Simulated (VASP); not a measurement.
# Cu (Fm-3m) in VASP: a series of runs

Cu is run at these levels: BLYP; tasks: single point.

All numbers are computed with VASP 6.6.1; they aren't measurements. Logs are shortened: lines on timing, memory, paths and dates and some standing lists are left out, and cuts for length are marked.

## Step 1: The cell of the first run

Symmetry: Fm-3m, No. 225, cubic system. The conventional cell has a = 3.702 Å, b = 3.702 Å, c = 3.702 Å, α = 90.00°, β = 90.00°, γ = 90.00°. Cu (site symmetry m-3m) has 12 Cu at 2.62 Å within 3.5 Å.

## Step 2: Single point, BLYP

The input, INCAR:

```
  PREC = Accurate
  ENCUT = 520
  EDIFF = 1E-6
  ISMEAR = -1
  SIGMA = 0.1
  LREAL = False
  LASPH = True
  NELM = 100
  ALGO = Normal
  ISIF = 2
  LWAVE = False
  LCHARG = True
  GGA = B5
  ALDAX = 1.0
  AGGAX = 1.0
  AGGAC = 1.0
  ALDAC = 0.0
  LELF = True
  LVHAR = True
  NBANDS = 12
```

The input, KPOINTS:

```
Automatic mesh
0
Gamma
  24 24 24
```

The input, POSCAR:

```
Cu
1.0
    0.0000000000      1.8509331775      1.8509331775
    1.8509331775      0.0000000000      1.8509331775
    1.8509331775      1.8509331775      0.0000000000
Cu
1
Direct
    0.0000000000      0.0000000000      0.0000000000
```

Potentials or basis: VASP PAW PBE potentials, release 64 (Cu).

Command:

```sh
cat potpaw_PBE.64/Cu/POTCAR > POTCAR
mpirun -np 1 vasp_std > vasp.out
```

OUTCAR:

```text
PREC = Accurate
   ENCUT = 520
   EDIFF = 1E-6
   ISMEAR = -1
   LREAL = False
   LASPH = True
   NELM = 100
   ISIF = 2
   GGA = B5

 ion  position               nearest neighbor table
   1  0.000  0.000  0.000-

  LATTYP: Found a face centered cubic cell.
 ALAT       =     3.7018663550

  Lattice vectors:

 A1 = (   0.0000000000,   1.8509331775,   1.8509331775)
 A2 = (   1.8509331775,   0.0000000000,   1.8509331775)
 A3 = (   1.8509331775,   1.8509331775,   0.0000000000)

Analysis of symmetry for initial positions (statically):
=====================================================================
 Subroutine PRICEL returns:
 Original cell was already a primitive cell.

 Routine SETGRP: Setting up the symmetry group for a
 face centered cubic supercell.

 Subroutine GETGRP returns: Found 48 space group operations
 (whereof 48 operations were pure point group operations)
 out of a pool of 48 trial point group operations.

The static configuration has the point symmetry O_h .

Analysis of symmetry for dynamics (positions and initial velocities):
=====================================================================
 Subroutine PRICEL returns:
 Original cell was already a primitive cell.

 Routine SETGRP: Setting up the symmetry group for a
 face centered cubic supercell.

 Subroutine GETGRP returns: Found 48 space group operations
 (whereof 48 operations were pure point group operations)
 out of a pool of 48 trial point group operations.

The dynamic configuration has the point symmetry O_h .

 Subroutine INISYM returns: Found 48 space group operations
 (whereof 48 operations are pure point group operations),
 and found     1 'primitive' translations

----------------------------------------------------------------------------------------

                                     Primitive cell

  volume of cell :      12.6824

  direct lattice vectors                    reciprocal lattice vectors
     0.000000000  1.850933177  1.850933177    -0.270134009  0.270134009  0.270134009
     1.850933177  0.000000000  1.850933177     0.270134009 -0.270134009  0.270134009
     1.850933177  1.850933177  0.000000000     0.270134009  0.270134009 -0.270134009

  length of vectors
     2.617614803  2.617614803  2.617614803     0.467885829  0.467885829  0.467885829

  position of ions in fractional coordinates (direct lattice)
     0.000000000  0.000000000  0.000000000

  ion indices of the primitive-cell ions
   primitive index   ion index
                 1           1

----------------------------------------------------------------------------------------

 KPOINTS: Automatic mesh

Automatic generation of k-mesh.
 Grid dimensions read from file:
 generate k-points for:   24   24   24

 Generating k-lattice:

  Cartesian coordinates                     Fractional coordinates (reciprocal lattice)
    -0.011255584  0.011255584  0.011255584     0.041666667  0.000000000  0.000000000
     0.011255584 -0.011255584  0.011255584     0.000000000  0.041666667  0.000000000
     0.011255584  0.011255584 -0.011255584     0.000000000  0.000000000  0.041666667

  Length of vectors
     0.019495243  0.019495243  0.019495243

  Shift w.r.t. Gamma in fractional coordinates (k-lattice)
     0.000000000  0.000000000  0.000000000

 Subroutine IBZKPT returns following result:
 ===========================================

 Found    413 irreducible k-points:

 Following reciprocal coordinates:
            Coordinates               Weight
  0.000000  0.000000  0.000000      1.000000
  0.041667  0.000000  0.000000      8.000000
  0.083333  0.000000  0.000000      8.000000
  0.125000  0.000000  0.000000      8.000000
  0.166667  0.000000  0.000000      8.000000
  0.208333  0.000000  0.000000      8.000000
[... 16 lines left out ...]
  0.416667  0.041667  0.000000     24.000000
  0.458333  0.041667  0.000000     24.000000
 [... further k-points ...]
   k-points           NKPTS =    413   k-points in BZ     NKDIM =    413   number of bands    NBANDS=     12
   number of dos      NEDOS =    301   number of ions     NIONS =      1
   total plane-waves  NPLWV =   8000
   dimension x,y,z NGX =    20 NGY =   20 NGZ =   20
   dimension x,y,z NGXF=    40 NGYF=   40 NGZF=   40
   ions per type =               1
   NGX,Y,Z   is equivalent  to a cutoff of  12.70, 12.70, 12.70 a.u.
   NGXF,Y,Z  is equivalent  to a cutoff of  25.40, 25.40, 25.40 a.u.
 SYSTEM =  unknown system
   PREC   = accura    normal or accurate (medium, high low for compatibility)
   ISTART =      0    job   : 0-new  1-cont  2-samecut
   ICHARG =      2    charge: 1-file 2-atom 10-const
   ISPIN  =      1    spin polarized calculation?
   LNONCOLLINEAR =      F non collinear calculations
   LSORBIT =      F    spin-orbit coupling
   LASPH  =      T    aspherical Exc in radial PAW
   ENCUT  =  520.0 eV  38.22 Ry    6.18 a.u.   4.87  4.87  4.87*2*pi/ulx,y,z
   NELM   =    100;   NELMIN=  2; NELMDL= -5     # of ELM steps
   EDIFF  = 0.1E-05   stopping-criterion for ELM
   LREAL  =      F    real-space projection
   EDIFFG = 0.1E-04   stopping-criterion for IOM
   NSW    =      0    number of steps for IOM
   IBRION =     -1    ionic relax: 0-MD 1-quasi-New 2-CG
   NFREE  =      0    steps in history (QN), initial steepest desc. (CG)
   ISIF   =      2    stress and relaxation
   ISYM   =      2    0-nonsym 1-usesym 2-fastsym
   POTIM  = 0.5000    time-step for ionic-motion
   TEBEG  =    0.0;   TEEND  =   0.0 temperature during run
   PSTRESS=    0.0 pullay stress
   NELECT =      11.0000    total number of electrons
   NUPDOWN=      -1.0000    fix difference up-down
   EMIN   =  10.00;   EMAX   =-10.00  energy-range for DOS
   EFERMI =   0.00;   METHOD = LEGACY
   ISMEAR =    -1;   SIGMA  =   0.10  broadening in eV -4-tet -1-fermi 0-gaus
   EFERMI_NEDOS =   21; number of points for ismear=-14 and -15
   IALGO  =     38    algorithm
   IMIX   =      4    mixing-type and parameters
     AMIX     =   0.40;   BMIX     =  1.00
     AMIX_MAG =   1.60;   BMIX_MAG =  1.00
  volume/ion in A,a.u.               =      12.68        85.59
  Fermi-wavevector in a.u.,A,eV,Ry     =   1.561247  2.950329 33.164100  2.437493
  Thomas-Fermi vector in A             =   2.664340
   LORBIT       =      0    0 simple, 1 ext, 2 COOP (PROOUT), +10 PAW based schemes
   GGA     = B5    functional components
   LHFCALC =     F    Hartree Fock is set to
   AEXX    =    0.0000 exact exchange contribution
   IVDW    =     0    specifies the selected vdW correction
   LEPSILON=     F    determine dielectric tensor
   LRPA    =     F    only Hartree local field effects (RPA)
 non-spin polarized calculation
  energy-cutoff  :      520.00
  volume of cell :       12.68
 maximum number of plane-waves:       360
   NGX =  9   NGY =  9   NGZ =  9

 number of electron      10.9999991 magnetization

 Free energy of the ion-electron system (eV)
  ---------------------------------------------------
  ext. energy  EPLUGINS =         0.00000000
  ---------------------------------------------------
  free energy    TOTEN  =        -2.98629029 eV

  energy without entropy =       -2.97726694  energy(sigma->0) =       -2.98177862

 E-fermi :   7.2409     XC(G=0): -11.7549

 val. band max:        7.2386879243   @ k =   0.5000   0.3333   0.1250
 cond. band min:       7.2529633128   @ k =   0.5000   0.1667   0.0417
 fundamental gap:      0.0142753885
 Fermi energy:         7.2408549426

 k-point     1 :       0.0000    0.0000    0.0000
  band No.  band energies     occupation
      1      -1.5278      2.00000
      2       4.2968      2.00000
      3       4.2968      2.00000
      4       4.2968      2.00000
      5       5.0266      2.00000
      6       5.0266      2.00000
      7      29.5870      0.00000
      8      31.2568      0.00000
      9      31.2568      0.00000
     10      31.2568      0.00000
     11      33.8890      0.00000
     12      33.8890      0.00000

 k-point     2 :       0.0417    0.0000    0.0000
  band No.  band energies     occupation
      1      -1.4676      2.00000
      2       4.2852      2.00000
      3       4.3079      2.00000
      4       4.3079      2.00000
      5       5.0224      2.00000
      6       5.0224      2.00000
      7      29.1550      0.00000
      8      30.4474      0.00000
      9      31.0516      0.00000
     10      31.0516      0.00000
     11      34.1856      0.00000
     12      34.1856      0.00000

 k-point     3 :       0.0833    0.0000    0.0000
  band No.  band energies     occupation
      1      -1.2878      2.00000
      2       4.2524      2.00000
      3       4.3386      2.00000
      4       4.3386      2.00000
      5       5.0118      2.00000
      6       5.0118      2.00000
      7      27.4394      0.00000
      8      30.0766      0.00000
      9      30.6047      0.00000
     10      30.6047      0.00000
     11      34.9005      0.00000
     12      34.9005      0.00000
[... 286 lines left out ...]
 k-point    23 :       0.4167    0.0417    0.0000
  band No.  band energies     occupation
      1       2.2969      2.00000
      2       4.2873      2.00000
      3       4.3286      2.00000
      4       5.0050      2.00000
      5       5.4898      2.00000
      6       5.7214      2.00000
      7      12.7414      0.00000
      8      27.2086      0.00000
      9      27.9456      0.00000
     10      28.2376      0.00000
     11      32.2231      0.00000
     12      32.8853      0.00000

 k-point    24 :       0.4583    0.0417    0.0000
  band No.  band energies     occupation
      1       2.4423      2.00000
      2       4.2616      2.00000
      3       4.3018      2.00000
      4       5.2763      2.00000
      5       5.5350      2.00000
      6       6.2699      1.99988
      7      11.4264      0.00000
      8      27.3233      0.00000
      9      27.6692      0.00000
     10      27.9552      0.00000
     11      32.1849      0.00000
     12      32.3792      0.00000

 [... further k-points ...]
[... 5 lines left out ...]
  --------------------------------------------------------------------------------------
  -------------------------------------------------------------------------------------
  Total        0.0614421      0.0614421      0.0614421      0.0000000     -0.0000000      0.0000000
  in kB        7.7620140      7.7620140      7.7620140      0.0000000     -0.0000000      0.0000000
  external PRESSURE =       7.7620140 kB  Pullay stress =       0.0000000 kB

 VOLUME and BASIS-vectors are now :
 -----------------------------------------------------------------------------
  energy-cutoff  :      520.00
  volume of cell :       12.68
      direct lattice vectors                 reciprocal lattice vectors
     0.000000000  1.850933177  1.850933177    -0.270134009  0.270134009  0.270134009
     1.850933177  0.000000000  1.850933177     0.270134009 -0.270134009  0.270134009
     1.850933177  1.850933177  0.000000000     0.270134009  0.270134009 -0.270134009

 POSITION                                       TOTAL-FORCE (eV/Angst)
 -----------------------------------------------------------------------------------
      0.00000      0.00000      0.00000         0.000000      0.000000      0.000000
 -----------------------------------------------------------------------------------
    total drift:                                0.000000     -0.000000      0.000000

  FREE ENERGIE OF THE ION-ELECTRON SYSTEM (eV)
  ---------------------------------------------------
  free  energy   TOTEN  =        -2.9862902883 eV

  energy  without entropy=       -2.9772669450  energy(sigma->0) =       -2.98177862
```

Run time: 22 s. Hardware: 1 thread of Intel Xeon 6975P-C (Granite Rapids), shared host; peak memory 0.17 GiB.

Results:

```
Free energy : -2.9863 eV
Pressure    : 0.8 GPa
```

Levels at points of the mesh, in eV from the Fermi level:
```csv
k point,band 3,band 4,band 5,band 6,band 7,band 8,band 9,band 10
"(0.00, 0.00, 0.00)",-2.94,-2.94,-2.21,-2.21,22.35,24.02,24.02,24.02
"(0.50, 0.00, 0.00)",-2.97,-1.69,-1.69,-0.65,3.32,20.76,20.76,20.94
"(0.50, 0.50, 0.00)",-1.72,-1.56,-1.56,1.62,6.60,12.48,12.48,17.10
```

Caveat: the PAW data sets were made with another functional, which shifts forces and pressure a little.

[end of part 1 of 3]
